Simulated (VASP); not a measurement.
Crystal: Pt.

```
Pt
1.0
     2.53490    0.00000    0.00000
    -1.26745    2.19529    0.00000
     0.00000    0.00000    4.37711
Pt
2
Direct
  0.66667 0.33333 0.75000
  0.33333 0.66667 0.25000
```

Base run:

```yaml
Program: VASP 6.6.1
Functional: LDA
Potentials_or_basis: VASP PAW LDA potentials, release 64 (Pt)
Cutoff: 520 eV
k_mesh: 21 × 21 × 10
Occupations: gaussian, width 0.15 eV
Spin: collinear spin, ferromagnetic start
Starting_moments: "[0.1, 0.1] μB"
Fixed_moment: 0.2 μB
```

Its results: pressure 103.4 GPa; site moments Pt +0.10 μB.

Problem. The run is repeated on the same cell with these changes: fixed moment from 0.2 μB to 0.8 μB; moments at the start from [0.1, 0.1] to [0.4, 0.4]. What comes out?

Solution. Pressure 104.8 GPa; site moments Pt +0.39 μB.

Caveats: the total moment is fixed, so each spin has its own Fermi level.
